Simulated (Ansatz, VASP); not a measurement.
Two plane-wave programs on Au

```
Au
1.0
     2.84894    0.00000    0.00000
    -1.42447    2.46725    0.00000
     0.00000    0.00000    4.84719
Au
2
Direct
  0.33333 0.66667 0.25000
  0.66667 0.33333 0.75000
```

Alike in both runs: functional PBEsol; k mesh 12 × 12 × 6; occupations gaussian, width 0.1 eV; no spin polarisation.

Ansatz relaxed the structure, and its values are those at the end. VASP's run is a single point on that final structure, the one shown.

```csv
,VASP,Ansatz
version,VASP 6.6.1,Ansatz 0.2.0
potentials or method,"VASP PAW PBE potentials, release 64 (Au), cutoff 520 eV","scalar-relativistic, plane waves, PAW"
valence electrons in the cell,22,38
```

Ansatz gave:

- gap on the k mesh at the Fermi level (eV): none
- pressure (GPa): 0.1

Q: Estimate VASP's values.

A: gap on the k mesh at the Fermi level (eV): none; pressure (GPa): -0.2.

VASP's potentials were made for PBE, not for PBEsol. A gap of «none» marks a metal or a gap that the smearing closes. VASP's potentials hold 22 valence electrons a cell and Ansatz's 38, so a difference there can come from the potentials and not from the codes.

Spin-orbit coupling is off throughout.
